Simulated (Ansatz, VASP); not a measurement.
## TaAs in VASP and in Ansatz

```
CELL_PARAMETERS angstrom
3.42118 0.00000 0.00000
-1.71059 2.96283 0.00000
0.00000 0.00000 3.47384
ATOMIC_POSITIONS crystal
Ta 0.33333 0.66667 0.50000
As 0.00000 0.00000 0.00000
```

Alike in both runs: task relaxation of cell and atoms; functional PBE; k mesh 18 × 18 × 16; occupations gaussian, width 0.1 eV; no spin polarisation.

|  | VASP | Ansatz |
| --- | --- | --- |
| version | VASP 6.6.1 | Ansatz 0.2.0 |
| potentials or method | VASP PAW PBE potentials, release 64 (Ta_pv, As), cutoff 600 eV | scalar-relativistic, plane waves, PAW |
| valence electrons in the cell | 16 | 28 |

|  | VASP | Ansatz | Ansatz less VASP |
| --- | --- | --- | --- |
| gap on the k mesh at the Fermi level, each at its own relaxed structure (eV) | none | none | - |
| relaxed volume (Å³/atom) | 17.62 | 17.58 | -0.039 |
| relaxed length of the cell vector where the two differ most in proportion (Å) | 3.488 | 3.484 | -0.0032 |

A gap of «none» marks a metal or a gap that the smearing closes. VASP's potentials hold 16 valence electrons a cell and Ansatz's 28, so a difference there can come from the potentials and not from the codes.

Neither program's run includes spin-orbit coupling.
